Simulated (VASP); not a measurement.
# ZnS (P6_3mc) in VASP: single point with PBE

Aim: the single point of ZnS with PBE.

Everything below comes from runs of VASP 6.6.1. Logs are shortened: lines on timing, memory, paths and dates and some standing lists are left out, and cuts for length are marked.

### Step 1. The cell of the first run

The structure is hexagonal, space group P6_3mc (No. 186). The conventional cell has a = 3.846 Å, b = 3.846 Å, c = 6.304 Å, α = 90.00°, β = 90.00°, γ = 120.00°. Zn (site symmetry 3m) has 4 S at 2.36 Å within 3.1 Å. S (site symmetry 3m) has 4 Zn at 2.36 Å within 3.1 Å.

### Step 2. Single point, PBE

Input file POSCAR:

```
ZnS
1.0
    3.8457472826      0.0000000000      0.0000000000
   -1.9228736413      3.3305148432      0.0000000000
    0.0000000000      0.0000000000      6.3043756624
Zn S
2 2
Direct
    0.3333333333      0.6666666667      0.0052019370
    0.6666666667      0.3333333333      0.5052019370
    0.3333333333      0.6666666667      0.3797980630
    0.6666666667      0.3333333333      0.8797980630
```

Input file INCAR.step1:

```
ALGO = Normal
EDIFF = 1E-6
ENCUT = 520
GGA = PE
ISIF = 2
ISMEAR = 0
LASPH = T
LCHARG = T
LREAL = F
LWAVE = F
NBANDS = 26
NELM = 80
PREC = Accurate
SIGMA = 0.05
```

Input file KPOINTS.step1:

```
k-points
0
Gamma
  10 10 6
```

Input file INCAR.step2:

```
ALGO = Normal
EDIFF = 1E-6
ENCUT = 520
GGA = PE
ICHARG = 11
ISIF = 2
ISMEAR = -5
LASPH = T
LCHARG = F
LORBIT = 11
LREAL = F
LWAVE = F
NEDOS = 2001
NELM = 80
PREC = Accurate
SIGMA = 0.05
```

Input file KPOINTS.step2:

```
k-points
0
Gamma
  15 15 9
```

Potentials or basis: VASP PAW PBE potentials, release 64 (Zn, S).

Started as:

```
> cat potpaw_PBE.64/Zn/POTCAR potpaw_PBE.64/S/POTCAR > POTCAR
> cp INCAR.step1 INCAR
> cp KPOINTS.step1 KPOINTS
> mpirun -np 1 vasp_std > vasp.out
> cp INCAR.step2 INCAR
> cp KPOINTS.step2 KPOINTS
> mpirun -np 1 vasp_std > vasp.out
```

OUTCAR:

```text
EDIFF = 1E-6
   ENCUT = 520
   GGA = PE
   ICHARG = 11
   ISIF = 2
   ISMEAR = -5
   LASPH = T
   LORBIT = 11
   LREAL = F
   NELM = 80
   PREC = Accurate

 ion  position               nearest neighbor table
   1  0.333  0.667  0.005-   4 2.36   4 2.36   4 2.36   3 2.36
   2  0.667  0.333  0.505-   3 2.36   3 2.36   3 2.36   4 2.36
   3  0.333  0.667  0.380-   2 2.36   2 2.36   2 2.36   1 2.36
   4  0.667  0.333  0.880-   1 2.36   1 2.36   1 2.36   2 2.36

  LATTYP: Found a hexagonal cell.
 ALAT       =     3.8457472826
 C/A-ratio  =     1.6393109581

  Lattice vectors:

 A1 = (   3.8457472826,   0.0000000000,   0.0000000000)
 A2 = (  -1.9228736413,   3.3305148432,   0.0000000000)
 A3 = (   0.0000000000,   0.0000000000,   6.3043756624)

Analysis of symmetry for initial positions (statically):
=====================================================================
 Subroutine PRICEL returns:
 Original cell was already a primitive cell.

 Routine SETGRP: Setting up the symmetry group for a
 hexagonal supercell.

 Subroutine GETGRP returns: Found 12 space group operations
 (whereof  6 operations were pure point group operations)
 out of a pool of 24 trial point group operations.

The static configuration has the point symmetry C_3v.
 The point group associated with its full space group is C_6v.

Analysis of symmetry for dynamics (positions and initial velocities):
=====================================================================
 Subroutine PRICEL returns:
 Original cell was already a primitive cell.

 Routine SETGRP: Setting up the symmetry group for a
 hexagonal supercell.

 Subroutine GETGRP returns: Found 12 space group operations
 (whereof  6 operations were pure point group operations)
 out of a pool of 24 trial point group operations.

The dynamic configuration has the point symmetry C_3v.
 The point group associated with its full space group is C_6v.

 Subroutine INISYM returns: Found 12 space group operations
 (whereof  6 operations are pure point group operations),
 and found     1 'primitive' translations

----------------------------------------------------------------------------------------

                                     Primitive cell

  volume of cell :      80.7485

  direct lattice vectors                    reciprocal lattice vectors
     3.845747283  0.000000000  0.000000000     0.260027487  0.150126939  0.000000000
[... 101 lines left out ...]
   TEBEG  =    0.0;   TEEND  =   0.0 temperature during run
   PSTRESS=    0.0 pullay stress
   NELECT =      36.0000    total number of electrons
   NUPDOWN=      -1.0000    fix difference up-down
   EMIN   =  10.00;   EMAX   =-10.00  energy-range for DOS
   EFERMI =   0.00;   METHOD = LEGACY
   ISMEAR =    -5;   SIGMA  =   0.05  broadening in eV -4-tet -1-fermi 0-gaus
   EFERMI_NEDOS =   21; number of points for ismear=-14 and -15
   IALGO  =     38    algorithm
   IMIX   =      4    mixing-type and parameters
     AMIX     =   0.40;   BMIX     =  1.00
     AMIX_MAG =   1.60;   BMIX_MAG =  1.00
  volume/ion in A,a.u.               =      20.19       136.23
  Fermi-wavevector in a.u.,A,eV,Ry     =   1.250636  2.363359 21.280742  1.564090
  Thomas-Fermi vector in A             =   2.384621
   LORBIT       =     11    0 simple, 1 ext, 2 COOP (PROOUT), +10 PAW based schemes
   GGA     = PE    functional components
   LHFCALC =     F    Hartree Fock is set to
   AEXX    =    0.0000 exact exchange contribution
   IVDW    =     0    specifies the selected vdW correction
   LEPSILON=     F    determine dielectric tensor
   LRPA    =     F    only Hartree local field effects (RPA)
 non-spin polarized calculation
 Fermi weights with tetrahedron method with Bloechl corrections
  energy-cutoff  :      520.00
  volume of cell :       80.75
 maximum number of plane-waves:      2205
 NGX is ok and might be reduce to    30

 number of electron      36.0000011 magnetization

 Free energy of the ion-electron system (eV)
  ---------------------------------------------------
  ext. energy  EPLUGINS =         0.00000000
  ---------------------------------------------------
  free energy    TOTEN  =       -13.69383554 eV

  energy without entropy =      -13.69383554  energy(sigma->0) =      -13.69383554

 E-fermi :   1.9150     XC(G=0):  -9.5158

 val. band max:        1.9119570873   @ k =   0.0000   0.0000   0.0000
 cond. band min:       3.9944601608   @ k =   0.0000   0.0000   0.0000
 fundamental gap:      2.0825030735
 Fermi energy:         1.9149725142

 k-point     1 :       0.0000    0.0000    0.0000
  band No.  band energies     occupation
      1     -11.0942      2.00000
      2     -10.2047      2.00000
      3      -4.3428      2.00000
      4      -4.3311      2.00000
      5      -4.3311      2.00000
      6      -4.2528      2.00000
[... 589 lines left out ...]
     21       7.1718      0.00000
     22       9.1410      0.00000

 [... further k-points ...]

------------------------ aborting loop because EDIFF is reached ----------------------------------------

  FORCE on cell =-STRESS in cart. coord.  units (eV):
  Direction    XX          YY          ZZ          XY          YZ          ZX
  --------------------------------------------------------------------------------------
  -------------------------------------------------------------------------------------
  Total        0.0842742      0.0842742      0.0990013      0.0000000      0.0000000      0.0000000
  in kB        1.6721345      1.6721345      1.9643433      0.0000000      0.0000000      0.0000000
  external PRESSURE =       1.7695374 kB  Pullay stress =       0.0000000 kB

 VOLUME and BASIS-vectors are now :
 -----------------------------------------------------------------------------
  energy-cutoff  :      520.00
  volume of cell :       80.75
      direct lattice vectors                 reciprocal lattice vectors
     3.845747283  0.000000000  0.000000000     0.260027487  0.150126939  0.000000000
    -1.922873641  3.330514843  0.000000000     0.000000000  0.300253879  0.000000000
     0.000000000  0.000000000  6.304375662     0.000000000  0.000000000  0.158619989

 POSITION                                       TOTAL-FORCE (eV/Angst)
 -----------------------------------------------------------------------------------
     -0.00000      2.22034      0.03279         0.000000     -0.000000      0.000980
      1.92287      1.11017      3.18498        -0.000000      0.000000      0.000980
     -0.00000      2.22034      2.39439         0.000000     -0.000000     -0.000980
      1.92287      1.11017      5.54658         0.000000      0.000000     -0.000980
 -----------------------------------------------------------------------------------
    total drift:                               -0.000000     -0.000000     -0.000214

  FREE ENERGIE OF THE ION-ELECTRON SYSTEM (eV)
  ---------------------------------------------------
  free  energy   TOTEN  =       -13.6938355393 eV

  energy  without entropy=      -13.6938355393  energy(sigma->0) =      -13.69383554

 total charge

# of ion       s       p       d       tot
------------------------------------------
    1        0.512   0.456   9.798  10.766
    2        0.512   0.456   9.798  10.766
    3        1.315   2.427   0.000   3.743
    4        1.315   2.427   0.000   3.743
--------------------------------------------------
tot          3.655   5.767  19.596  29.018
```

OUTCAR.step1:

```text
EDIFF = 1E-6
   ENCUT = 520
   GGA = PE
   ISIF = 2
[... 929 lines left out ...]
     -0.00000      2.22034      0.03279        -0.000000      0.000000      0.000992
      1.92287      1.11017      3.18498         0.000000     -0.000000      0.000992
     -0.00000      2.22034      2.39439        -0.000000      0.000000     -0.000992
      1.92287      1.11017      5.54658        -0.000000     -0.000000     -0.000992
 -----------------------------------------------------------------------------------
    total drift:                               -0.000000     -0.000000     -0.000171

  FREE ENERGIE OF THE ION-ELECTRON SYSTEM (eV)
  ---------------------------------------------------
  free  energy   TOTEN  =       -13.6938112400 eV

  energy  without entropy=      -13.6938112400  energy(sigma->0) =      -13.69381124
```

Run time: 2 min. Hardware: 1 thread of AMD EPYC 9R45 (Zen 5), shared host; peak memory 0.31 GiB.

What came out:

| Quantity | Value |
| --- | --- |
| Valence electrons inside the program's atomic spheres | Zn 10.77; S 3.74 |
